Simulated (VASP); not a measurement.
Cu, 2 atoms in the cell. It takes space group P6_3/mmc (No. 194, hexagonal). The conventional cell has a = 2.501 Å, b = 2.501 Å, c = 4.101 Å, α = 90.00°, β = 90.00°, γ = 120.00°. Within 3.3 Å of Cu (site symmetry -6m2) lie 12 Cu at 2.50 to 2.51 Å. This isn't the form of Cu at room conditions, which is fcc.

| Item | Value |
| --- | --- |
| Program | VASP 6.6.1 |
| Task | single point |
| Functional | PBEsol |
| Potentials or basis | VASP PAW PBE potentials, release 64 (Cu) |
| Cutoff | 520 eV |
| k mesh | 18 × 18 × 10 |
| Occupations | fermi-dirac, width 0.15 eV |
| Spin | no spin polarisation |
| Dipole correction | no |
| Further INCAR settings | ALGO = Normal; EDIFF = 1e-06; NBANDS = 18 |

Potentials or basis: VASP PAW PBE potentials, release 64 (Cu).

Launch:

```bash
$ cat potpaw_PBE.64/Cu/POTCAR > POTCAR
$ mpirun -np 1 vasp_std > vasp.out
```

Hardware: 1 thread of Intel Xeon 8259CL (shared host).

Problem. Estimate the wall time of this run.

Solution. Wall time 120 s on 1 thread of Intel Xeon 8259CL (shared host), peak memory 0.19 GiB. Counts: scf iterations 12, k points 222.
